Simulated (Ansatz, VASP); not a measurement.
**LiFeN in VASP and in Ansatz**

```
Li Fe N
1.0
     3.10060    0.00000    0.00000
    -1.55030    2.68520    0.00000
     0.00000    0.00000    4.14534
Li Fe N
1 1 1
Direct
  0.33333 0.66667 0.00000
  0.66667 0.33333 0.50000
  0.33333 0.66667 0.50000
```

Alike in both runs: task single point; functional BLYP; k mesh 6 × 6 × 4; occupations gaussian, width 0.1 eV; collinear spin.

|  | VASP | Ansatz |
| --- | --- | --- |
| version | VASP 6.6.1 | Ansatz 0.2.0 |
| potentials or method | VASP PAW PBE potentials, release 64 (Li_sv, Fe_sv, N), cutoff 750 eV | scalar-relativistic, plane waves, PAW |
| valence electrons in the cell | 24 | 24 |

|  | VASP | Ansatz | Ansatz less VASP |
| --- | --- | --- | --- |
| gap on the k mesh at the Fermi level (eV) | none | none | - |
| pressure (GPa) | 2.9 | 3.0 | +0.10 |
| traceless stress, the component that is largest in VASP (GPa) | -2.45 | -2.35 | +0.100 |
| net moment per atom (μB) | 0.00 | 0.00 | -0.001 |

VASP's potentials were made for PBE, not for BLYP. A gap of «none» marks a metal or a gap that the smearing closes. Ansatz's warnings: seeded moment not kept.

The k mesh is coarse, so the values compare programs but aren't converged.
